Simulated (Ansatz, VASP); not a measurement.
## Zr, level by level in two programs

```
Zr
1.0
     3.25340    0.00000    0.00000
    -1.62670    2.81753    0.00000
     0.00000    0.00000    5.18109
Zr
2
Direct
  0.66667 0.33333 0.75000
  0.33333 0.66667 0.25000
```

Single points on this cell with VASP 6.6.1 and Ansatz 0.2.0. Each row is one pair of runs. Alike in all rows: spin: off; k mesh: 9 × 9 × 5; smearing: fermi-dirac, width 0.05 eV.

```tsv
level	VASP's potentials, cutoff	Ansatz's potentials, cutoff	gap on the k mesh at the Fermi level (eV), VASP	gap on the k mesh at the Fermi level (eV), Ansatz	pressure (GPa), VASP	pressure (GPa), Ansatz
LDA	VASP PAW LDA potentials, release 64 (Zr_sv), 520 eV	Ansatz PAW, 420 eV	none	none	-7.6	-7.7
r2SCAN	VASP PAW PBE potentials, release 64 (Zr_sv), 520 eV	Ansatz PAW, 500 eV	none	?	-1.1	?
RPBE+D4	VASP PAW PBE potentials, release 64 (Zr_sv), 500 eV	Ansatz PAW, 420 eV	none	none	-1.4	-1.4
```

Fill in what Ansatz gave in row 2.

gap on the k mesh at the Fermi level (eV): none; pressure (GPa): -1.0.

A gap of «none» marks a metal or a gap that the smearing closes.
